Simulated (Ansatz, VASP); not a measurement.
## Two plane-wave programs on LiGeN

```
Li Ge N
1.0
     3.15324    0.00000    0.00000
     0.00000    3.75756    0.00000
     0.00000    0.00000    9.40355
Li Ge N
2 2 2
Direct
  0.00000 0.00000 0.71704
  0.00000 0.00000 0.28296
  0.50000 0.50000 0.87405
  0.50000 0.50000 0.12595
  0.00000 0.50000 0.23713
  0.00000 0.50000 0.76287
```

Alike in both runs: functional PBE; k mesh 6 × 4 × 4; occupations gaussian, width 0.1 eV; no spin polarisation.

Ansatz relaxed the structure, and its values are those at the end. VASP's run is a single point on that final structure, the one shown.

|  | VASP | Ansatz |
| --- | --- | --- |
| version | VASP 6.6.1 | Ansatz 0.2.0 |
| potentials or method | VASP PAW PBE potentials, release 64 (Li_sv, Ge_d, N), cutoff 520 eV | scalar-relativistic, plane waves, PAW |
| valence electrons in the cell | 44 | 44 |

Ansatz gave:

```
gap on the k mesh at the Fermi level (eV) : none
rms of the force components (eV/Å)        : 0.008
```

Estimate VASP's values.

gap on the k mesh at the Fermi level (eV): none; rms of the force components (eV/Å): 0.017.

A gap of «none» marks a metal or a gap that the smearing closes.

The k mesh is coarse, so the values compare programs but aren't converged. Noted on VASP's run: the cutoff is short for stress, so the pressure is rough.
